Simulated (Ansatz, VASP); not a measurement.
## Two plane-wave programs on SrVO3

```
CELL_PARAMETERS angstrom
3.88229 0.00000 0.00000
0.00000 3.88229 0.00000
0.00000 0.00000 3.88229
ATOMIC_POSITIONS crystal
Sr 0.50000 0.50000 0.50000
V 0.00000 0.00000 0.00000
O 0.50000 0.00000 0.00000
O 0.00000 0.50000 0.00000
O 0.00000 0.00000 0.50000
```

Alike in both runs: functional PBE; k mesh 10 × 10 × 10; occupations gaussian, width 0.1 eV; collinear spin; Hubbard terms V d U = 3.25 eV.

Ansatz relaxed the structure, and its values are those at the end. VASP's run is a single point on that final structure, the one shown.

|  | VASP | Ansatz |
| --- | --- | --- |
| version | VASP 6.6.1 | Ansatz 0.2.0 |
| potentials or method | VASP PAW PBE potentials, release 64 (Sr_sv, V_sv, O), cutoff 520 eV | scalar-relativistic, plane waves, PAW |
| valence electrons in the cell | 41 | 41 |

```tsv
	VASP	Ansatz	Ansatz less VASP
gap on the k mesh at the Fermi level (eV)	none	none	-
pressure (GPa)	2.2	0.0	-2.14
net moment per atom (μB)	0.20	0.20	0.000
size of the moment on the site where the two differ most (μB)	1.12	0.95	-0.170
```

Site moments also hang on the region over which each program counts them. The programs project onto different local orbitals, so the same U acts differently, and such runs can settle in different states. A gap of «none» marks a metal or a gap that the smearing closes. Ansatz's warnings: filled band counts differ across k points.
